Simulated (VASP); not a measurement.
Write the native input for VASP 6.6.1 that does the following.

```yaml
Task: single point
Functional: PBE
Potentials_or_basis: VASP PAW PBE potentials, release 64 (Hg)
Cutoff: 500 eV
k_mesh: 14 × 14 × 14
Occupations: fermi-dirac, width 0.1 eV
Spin: no spin polarisation
Dipole_correction: no
Further_INCAR_settings: ALGO = Normal; EDIFF = 1e-06; NBANDS = 12
```

The structure of Hg lies in POSCAR:

```
Hg
1.0
   -1.4277693554      1.4277693554      1.4277693554
    1.4277693554     -1.4277693554      1.4277693554
    1.4277693554      1.4277693554     -1.4277693554
Hg
1
Direct
    0.0000000000      0.0000000000      0.0000000000
```

This cell differs from its parent crystal: volume scaled by 0.4.

These files were run (other wordings do the same):

INCAR

```
PREC = Accurate
ENCUT = 500
EDIFF = 1E-6
ISMEAR = -1
SIGMA = 0.1
LREAL = False
LASPH = True
NELM = 120
ALGO = Normal
ISIF = 2
LWAVE = False
LCHARG = True
GGA = PE
LELF = True
LVHAR = True
NBANDS = 12
GGA_COMPAT = False
```

KPOINTS

```
regular mesh
0
Gamma
  14 14 14
```

Potentials or basis: VASP PAW PBE potentials, release 64 (Hg).

Run with:

```sh
$ cat potpaw_PBE.64/Hg/POTCAR > POTCAR
$ mpirun -np 1 vasp_std > vasp.out
```

It gave:

* Pressure: 307.8 GPa
* Band gap on the k mesh: zero (band 6 reaches 15.80 eV, above the bottom of band 7 at 13.13 eV)

Caveat: spin-orbit coupling is left out, which moves the levels of the heavy elements.

It took 7.4 s on 1 thread of Intel(R) Xeon(R) Platinum 8488C (Sapphire Rapids), on a shared host, peak memory 0.12 GiB.
